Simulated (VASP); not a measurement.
The system is FeO.

```
CELL_PARAMETERS angstrom
0.00000 2.14093 2.14093
2.14093 0.00000 2.14093
2.14093 2.14093 0.00000
ATOMIC_POSITIONS crystal
Fe 0.00000 0.00000 0.00000
O 0.50000 0.50000 0.50000
```

Base run:

```yaml
Program: VASP 6.6.1
Functional: revPBE
Potentials_or_basis: VASP PAW PBE potentials, release 64 (Fe_sv, O)
Cutoff: 700 eV
k_mesh: 11 × 11 × 11
Occupations: fermi-dirac, width 0.05 eV
Spin: collinear spin, ferromagnetic start
Starting_moments: "[3.0, 0.0] μB"
```

Its results: band gap on the k mesh zero (filled and empty bands overlap); pressure 6.7 GPa; net moment 4.00 μB per cell; site moments Fe +3.48; O +0.30 μB.

**Question.** The run is repeated on the same cell with these changes: functional from revPBE to PBEsol; dispersion from none to D4. What comes out?

**Answer.** Band gap on the k mesh zero (filled and empty bands overlap); pressure 27.5 GPa; net moment 4.00 μB per cell; site moments Fe +3.47; O +0.30 μB.

Several settings changed at once.

Caveats: the cell stands under pressure; the PAW data sets were made with another functional, which shifts forces and pressure a little; a cell with one magnetic atom can't hold antiferromagnetic order, which such compounds often take; semilocal functionals often make such compounds metallic where correlation or magnetic order opens a gap, which also shifts bond lengths.
